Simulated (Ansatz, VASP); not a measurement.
## Ti: VASP beside Ansatz

File POSCAR:

```
Ti
1.0
    2.8897790207      0.0000000000      0.0000000000
   -1.4448895104      2.5026220433      0.0000000000
    0.0000000000      0.0000000000      4.5844629888
Ti
2
Direct
    0.6666666667      0.3333333333      0.7500000000
    0.3333333333      0.6666666667      0.2500000000
```

INCAR.step1

```
SYSTEM = Ti
  PREC = Accurate
  ENCUT = 520
  EDIFF = 1E-5
  ISMEAR = -1
  SIGMA = 0.05
  LREAL = .FALSE.
  LASPH = .TRUE.
  NELM = 60
  ALGO = Normal
  ISIF = 2
  LWAVE = .TRUE.
  NBANDS = 19
  GGA = PE
```

File INCAR.step2:

```
SYSTEM = Ti
  PREC = Accurate
  ENCUT = 520
  EDIFF = 1E-7
  ISMEAR = -1
  SIGMA = 0.05
  LREAL = .FALSE.
  LASPH = .TRUE.
  NELM = 60
  ALGO = Normal
  ISIF = 2
  LWAVE = .FALSE.
  LCHARG = .TRUE.
  GGA = PS
  LHFCALC = .TRUE.
  AEXX = 0.25
  PRECFOCK = Normal
  LELF = .TRUE.
  LVHAR = .TRUE.
  NBANDS = 19
  ISTART = 1
```

Contents of KPOINTS:

```
Automatic mesh
0
G
  5 5 3
  0 0 0
```

input.yaml

```yaml
crystal:
  lattice:
    - [2.8897790207, 0.0, 0.0]
    - [-1.4448895104, 2.5026220433, 0.0]
    - [0.0, 0.0, 4.5844629888]
  atoms:
    - { symbol: Ti, position: [0.6666666667, 0.3333333333, 0.75] }
    - { symbol: Ti, position: [0.3333333333, 0.6666666667, 0.25] }
hamiltonian:
  xc: { exchange: pbesol, correlation: pbesol, exx: { coeff: 0.25 } }
  pseudopotentials: { kind: paw }
kpoints:
  mp_grid: { grid: [5, 5, 3] }
scf:
  occupations: { method: fermi_dirac, width: 0.05 }
output:
  forces: true
  stress: true
  eigenvalues: true
```

Alike in both runs: task single point; functional PBEsol-based global hybrid with a share of 0.25 of exact exchange; k mesh 5 × 5 × 3; occupations fermi-dirac, width 0.05 eV; no spin polarisation.

```csv
,VASP,Ansatz
version,VASP 6.6.1,Ansatz 0.2.0
potentials or method,"VASP PAW PBE potentials, release 64 (Ti_sv)",Ansatz PAW
plane-wave cutoff (eV),520,420
valence electrons in the cell,24,24
```

Ansatz gave:

```
gap on the k mesh at the Fermi level (eV)                     : none
pressure (GPa)                                                : 0.6
traceless stress, the component that is largest in VASP (GPa) : -1.34
```

**Question.** What did VASP give for the same quantities?

**Answer.** gap on the k mesh at the Fermi level (eV): none; pressure (GPa): -0.3; traceless stress, the component that is largest in VASP (GPa): -1.29.

VASP's potentials were made for PBE, not for PBEsol-based global hybrid. A gap of «none» marks a metal or a gap that the smearing closes. The functional is the same, so the differences come from potentials, cutoffs and numerics.

The k mesh is coarse, so the values compare programs but aren't converged.
